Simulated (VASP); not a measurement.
A run of VASP 6.6.1 is set up as follows.

POSCAR

```
TaBi
1.0
    0.0000000000      3.2304824722      3.2304824722
    3.2304824722      0.0000000000      3.2304824722
    3.2304824722      3.2304824722      0.0000000000
Ta Bi
1 1
Direct
    0.0000000000      0.0000000000      0.0000000000
    0.2500000000      0.2500000000      0.2500000000
```

The input INCAR.step1:

```
PREC = Accurate
ENCUT = 520
ISMEAR = 0
SIGMA = 0.05
LREAL = F
LASPH = T
NELM = 60
NBANDS = 20
GGA = PE
ALGO = Normal
EDIFF = 1E-4
LWAVE = T
LCHARG = F
```

The input INCAR.step2:

```
PREC = Accurate
ENCUT = 520
EDIFF = 1E-7
ISMEAR = 0
SIGMA = 0.05
LREAL = F
LASPH = T
NELM = 60
ALGO = Normal
ISIF = 2
LWAVE = F
LCHARG = F
METAGGA = R2SCAN
LMIXTAU = T
NBANDS = 20
ISTART = 1
```

The input KPOINTS:

```
regular mesh
0
Gamma
  10 10 10
```

Potentials or basis: VASP PAW PBE potentials, release 64 (Ta_pv, Bi_d).

Launch:

```bash
$ cat potpaw_PBE.64/Ta_pv/POTCAR potpaw_PBE.64/Bi_d/POTCAR > POTCAR
$ cp INCAR.step1 INCAR
$ mpirun -np 1 vasp_std > vasp.out
$ cp INCAR.step2 INCAR
$ mpirun -np 1 vasp_std > vasp.out
```

Problem. Predict the pressure.

Solution. -1.5 GPa.

Problem. Predict the band gap on the k mesh.

Solution. Zero (bands 13 and 14 overlap by 0.24 eV).

Caveat: the PAW data sets were made with another functional, which shifts forces and pressure a little; spin-orbit coupling is left out, which moves the levels of the heavy elements.
